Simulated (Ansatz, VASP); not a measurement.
# SiO2 in VASP and in Ansatz

Contents of INCAR:

```
ALGO = Normal
EDIFF = 1E-6
ENCUT = 520
GGA = PE
ISIF = 2
ISMEAR = 0
LASPH = T
LCHARG = F
LREAL = F
LWAVE = F
NBANDS = 25
NELM = 60
PREC = Accurate
SIGMA = 0.02
```

The input KPOINTS:

```
k-points
0
Gamma
  6 6 6
```

File POSCAR:

```
SiO2
1.0
   -2.5131481473      2.5131481473      3.6858651426
    2.5131481473     -2.5131481473      3.6858651426
    2.5131481473      2.5131481473     -3.6858651426
Si O
2 4
Direct
    0.0000000000      0.0000000000      0.0000000000
    0.7500000000      0.2500000000      0.5000000000
    0.3750000000      0.2174794779      0.3424794779
    0.9674794779      0.6250000000      0.8424794779
    0.7825205221      0.1250000000      0.1575205221
    0.8750000000      0.0325205221      0.6575205221
```

Input for Ansatz:

```yaml
crystal:
  lattice:
    - [-2.5131481473, 2.5131481473, 3.6858651426]
    - [2.5131481473, -2.5131481473, 3.6858651426]
    - [2.5131481473, 2.5131481473, -3.6858651426]
  atoms:
    - { symbol: Si, position: [0.0, 0.0, 0.0] }
    - { symbol: Si, position: [0.75, 0.25, 0.5] }
    - { symbol: O, position: [0.375, 0.2174794779, 0.3424794779] }
    - { symbol: O, position: [0.9674794779, 0.625, 0.8424794779] }
    - { symbol: O, position: [0.7825205221, 0.125, 0.1575205221] }
    - { symbol: O, position: [0.875, 0.0325205221, 0.6575205221] }
basis:
  ecutwfc: 420
  xc_grid: 2
kpoints:
  mp_grid: { grid: [6, 6, 6] }
  band_path: { path: [VBM, CBM], npoints: 2 }
hamiltonian:
  xc: pbe
scf:
  occupations: { method: gaussian, width: 0.02 }
output:
  forces: true
  stress: true
  eigenvalues: true
```

Alike in both runs: task single point; functional PBE; k mesh 6 × 6 × 6; occupations gaussian, width 0.02 eV; no spin polarisation.

```csv
,VASP,Ansatz
version,VASP 6.6.1,Ansatz 0.2.0
potentials or method,"VASP PAW PBE potentials, release 64 (Si, O), cutoff 520 eV","scalar-relativistic, plane waves, PAW"
valence electrons in the cell,32,32
```

```csv
,VASP,Ansatz,Ansatz less VASP
gap on the k mesh at the Fermi level (eV),5.74,5.74,+0.001
least direct gap on the mesh (eV),5.74,5.74,+0.001
pressure (GPa),0.1,0.0,-0.09
rms of the force components (eV/Å),0.003,0.001,-0.0019
```

Atom by atom the forces differ by 0.002 eV/Å (rms over components).
